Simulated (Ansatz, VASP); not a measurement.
# BP: VASP beside Ansatz

INCAR

```
PREC = Accurate ; ENCUT = 500
EDIFF = 1E-6 ; ISMEAR = 0
SIGMA = 0.05 ; LREAL = False
LASPH = True ; NELM = 120
ALGO = Normal ; ISIF = 2
LWAVE = False ; LCHARG = False
GGA = PE ; NBANDS = 11
GGA_COMPAT = False
```

File KPOINTS:

```
Automatic mesh
0
Gamma
  8 8 8
```

The input POSCAR:

```
BP
1.0
    0.0000000000      2.2690000000      2.2690000000
    2.2690000000      0.0000000000      2.2690000000
    2.2690000000      2.2690000000      0.0000000000
B P
1 1
Direct
    0.0000000000      0.0000000000      0.0000000000
    0.2500000000      0.2500000000      0.2500000000
```

Input for Ansatz:

```yaml
crystal:
  lattice:
    - [0.0, 2.269, 2.269]
    - [2.269, 0.0, 2.269]
    - [2.269, 2.269, 0.0]
  atoms:
    - { symbol: B, position: [0.0, 0.0, 0.0] }
    - { symbol: P, position: [0.25, 0.25, 0.25] }
basis:
  ecutwfc: 557.833418042754
kpoints:
  mp_grid:
    grid: [8, 8, 8]
hamiltonian:
  xc: pbe
scf:
  occupations:
    method: gaussian
    width: 0.05
output:
  stress: true
```

Alike in both runs: task single point; functional PBE; k mesh 8 × 8 × 8; occupations gaussian, width 0.05 eV; no spin polarisation.

|  | VASP | Ansatz |
| --- | --- | --- |
| version | VASP 6.6.1 | Ansatz 0.2.0 |
| potentials or method | VASP PAW PBE potentials, release 64 (B, P), cutoff 500 eV | plane waves, PAW |
| valence electrons in the cell | 8 | 8 |

```csv
,VASP,Ansatz,Ansatz less VASP
pressure (GPa),0.9,1.1,+0.22
```

With one functional, cell and mesh, what is left measures potentials, basis and numerics.
